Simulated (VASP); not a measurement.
## AlN: single point with r2SCAN

The system is AlN.

```xyz
2
Lattice="0.0000 2.1849 2.2177 2.1849 0.0000 2.2177 2.1849 2.1849 0.0000" Properties=species:S:1:pos:R:3 pbc="T T T"
Al    0.0000    0.0000    0.0000
N     3.2774    3.2774    3.3265
```

This cell differs from its parent crystal: strain +0.000 along x and y, +0.015 along z.

```json
{"Program": "VASP 6.6.1", "Task": "single point", "Functional": "r2SCAN", "Potentials or basis": "VASP PAW PBE potentials, release 64 (Al, N)", "Cutoff": "520 eV", "k mesh": "10 × 10 × 10", "Occupations": "gaussian, width 0.05 eV", "Spin": "no spin polarisation"}
```

```
Pressure               : -3.5 GPa
Band gap on the k mesh : 3.88 eV, indirect (least direct gap 4.72 eV)
```

Stress tensor (GPa, compression positive):
```
-2.69  0.00  0.00
 0.00 -2.69  0.00
 0.00  0.00 -4.99
```

Levels at points of the mesh, in eV from the valence-band top:
```csv
k point,band 2,band 3,band 4,band 5,band 6,band 7
"(0.00, 0.00, 0.00)",-0.07,0.00,0.00,4.72,13.33,13.33
"(0.50, 0.00, 0.00)",-5.85,-0.57,-0.44,8.03,10.69,11.69
"(0.50, 0.50, 0.00)",-5.02,-1.73,-1.73,3.95,9.51,14.77
"(0.50, 0.00, 0.50)",-4.88,-1.85,-1.85,3.88,9.27,15.04
```

Wall time 120 s on 1 thread of AMD EPYC 7R43 64-Core Processor (Zen 3), with other jobs on the host, peak memory 0.11 GiB.

Caveat: the cell differs from its parent crystal (strain +0.000 along x and y, +0.015 along z); the PAW data sets were made with another functional, which shifts forces and pressure a little. A k mesh can miss the band edges.
